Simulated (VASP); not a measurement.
## Rh: single point with PBE

Crystal: Rh.

```
Rh
1.0
     0.00000    1.91606    1.91606
     1.91606    0.00000    1.91606
     1.91606    1.91606    0.00000
Rh
1
Cartesian
  0.0000 0.0000 0.0000
```

| Property | Result |
| --- | --- |
| Program | VASP 6.6.1 |
| Task | single point |
| Functional | PBE |
| Potentials or basis | VASP PAW PBE potentials, release 64 (Rh_pv) |
| Cutoff | 520 eV |
| k mesh | 14 × 14 × 14 |
| Occupations | fermi-dirac, width 0.1 eV |
| Spin | no spin polarisation |
| Dipole correction | no |
| Further INCAR settings | ALGO = Normal; EDIFF = 1e-06; NBANDS = 14 |

```json
{"Pressure": "0.0 GPa"}
```

Levels at points of the mesh, in eV from the Fermi level:
| k point | band 3 | band 4 | band 5 | band 6 | band 7 | band 8 | band 9 | band 10 | band 11 | band 12 |
| --- | --- | --- | --- | --- | --- | --- | --- | --- | --- | --- |
| (0.00, 0.00, 0.00) | -46.32 | -7.79 | -2.96 | -2.96 | -2.96 | -0.95 | -0.95 | 16.01 | 20.63 | 21.34 |
| (0.50, 0.00, 0.00) | -46.42 | -5.92 | -3.03 | -3.03 | 0.56 | 0.56 | 0.76 | 8.42 | 15.51 | 20.63 |
| (0.50, 0.50, 0.00) | -46.57 | -6.09 | -5.73 | 0.53 | 0.96 | 0.96 | 3.24 | 11.99 | 13.19 | 13.19 |

It took 19 s on 1 thread of Intel Xeon 8259CL, on a shared host, peak memory 0.14 GiB.
